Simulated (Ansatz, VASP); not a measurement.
Two plane-wave programs on Ta3Br

```
CELL_PARAMETERS angstrom
4.19919 0.00000 0.00000
0.00000 4.19919 0.00000
0.00000 0.00000 4.19919
ATOMIC_POSITIONS crystal
Ta 0.00000 0.50000 0.50000
Ta 0.50000 0.00000 0.50000
Ta 0.50000 0.50000 0.00000
Br 0.00000 0.00000 0.00000
```

Alike in both runs: functional r2SCAN; k mesh 4 × 4 × 4; occupations gaussian, width 0.1 eV; no spin polarisation.

Ansatz relaxed the structure, and its values are those at the end. VASP's run is a single point on that final structure, the one shown.

```csv
,VASP,Ansatz
version,VASP 6.6.1,Ansatz 0.2.0
potentials or method,"VASP PAW PBE potentials, release 64 (Ta_pv, Br), cutoff 520 eV","scalar-relativistic, plane waves, PAW"
valence electrons in the cell,40,46
```

Ansatz gave:

* gap on the k mesh at the Fermi level (eV): none
* pressure (GPa): 0.0

Problem. What did VASP give for the same quantities?

Solution. gap on the k mesh at the Fermi level (eV): none; pressure (GPa): 0.5.

VASP's potentials were made for PBE, not for r2SCAN. A gap of «none» marks a metal or a gap that the smearing closes. With one functional, cell and mesh, what is left measures potentials, basis and numerics. VASP's potentials hold 40 valence electrons a cell and Ansatz's 46, so a difference there can come from the potentials and not from the codes.

The k mesh is coarse, so the values compare programs but aren't converged. Spin-orbit coupling is off throughout.
